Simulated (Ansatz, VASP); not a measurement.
**Mg4Cu: VASP beside Ansatz**

```
Mg Cu
1.0
     4.92449    0.00000    0.00000
     0.00000    4.92449    0.00000
     0.00000    0.00000    4.92449
Mg Cu
4 1
Direct
  0.00000 0.00000 0.00000
  0.50000 0.50000 0.00000
  0.50000 0.00000 0.50000
  0.00000 0.50000 0.50000
  0.50000 0.50000 0.50000
```

Change from the starting cell: species swapped into the Mn4N type (Pm-3m, No. 221).

Alike in both runs: functional PBE; k mesh 8 × 8 × 8; occupations gaussian, width 0.1 eV; no spin polarisation.

Ansatz relaxed the structure, and its values are those at the end. VASP's run is a single point on that final structure, the one shown.

|  | VASP | Ansatz |
| --- | --- | --- |
| version | VASP 6.6.1 | Ansatz 0.2.0 |
| potentials or method | VASP PAW PBE potentials, release 64 (Mg, Cu), cutoff 520 eV | scalar-relativistic, plane waves, PAW |
| valence electrons in the cell | 19 | 59 |

```tsv
	VASP	Ansatz	Ansatz less VASP
gap on the k mesh at the Fermi level (eV)	none	none	-
pressure (GPa)	0.0	0.0	0.00
```

A gap of «none» marks a metal or a gap that the smearing closes. With one functional, cell and mesh, what is left measures potentials, basis and numerics. VASP's potentials hold 19 valence electrons a cell and Ansatz's 59, so a difference there can come from the potentials and not from the codes.
